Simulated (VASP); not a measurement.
Here is a VASP 6.6.1 calculation.

The input INCAR:

```
SYSTEM = MnO
  PREC = Accurate
  ENCUT = 520
  EDIFF = 1E-6
  ISMEAR = -1
  SIGMA = 0.05
  LREAL = .False.
  LASPH = .True.
  NELM = 100
  ALGO = Normal
  ISIF = 2
  LWAVE = .False.
  LCHARG = .True.
  GGA = PS
  LELF = .True.
  LVHAR = .True.
  NBANDS = 16
```

KPOINTS

```
Automatic mesh
0
Gamma
  10 10 10
  0 0 0
```

Contents of POSCAR:

```
MnO
1.0
    0.0000000000      2.2239077028      2.2239077028
    2.2239077028      0.0000000000      2.2239077028
    2.2239077028      2.2239077028      0.0000000000
Mn O
1 1
Direct
    0.0000000000      0.0000000000      0.0000000000
    0.5000000000      0.5000000000      0.5000000000
```

Potentials or basis: VASP PAW PBE potentials, release 64 (Mn_pv, O).

Run with:

```sh
$ cat potpaw_PBE.64/Mn_pv/POTCAR potpaw_PBE.64/O/POTCAR > POTCAR
$ mpirun -np 1 vasp_std > vasp.out
```

Question: Predict the pressure.

Answer: -41.0 GPa.

Caveat: the PAW data sets were made with another functional, which shifts forces and pressure a little; an odd number of electrons without spin polarisation forces a metal; a magnetic or distorted state may lie lower; the run has no spin polarisation, though such a crystal can be magnetic; semilocal functionals often make such compounds metallic where correlation or magnetic order opens a gap, which also shifts bond lengths. Spin polarisation is off, so any magnetic state and its effect on volume and gap are missing.
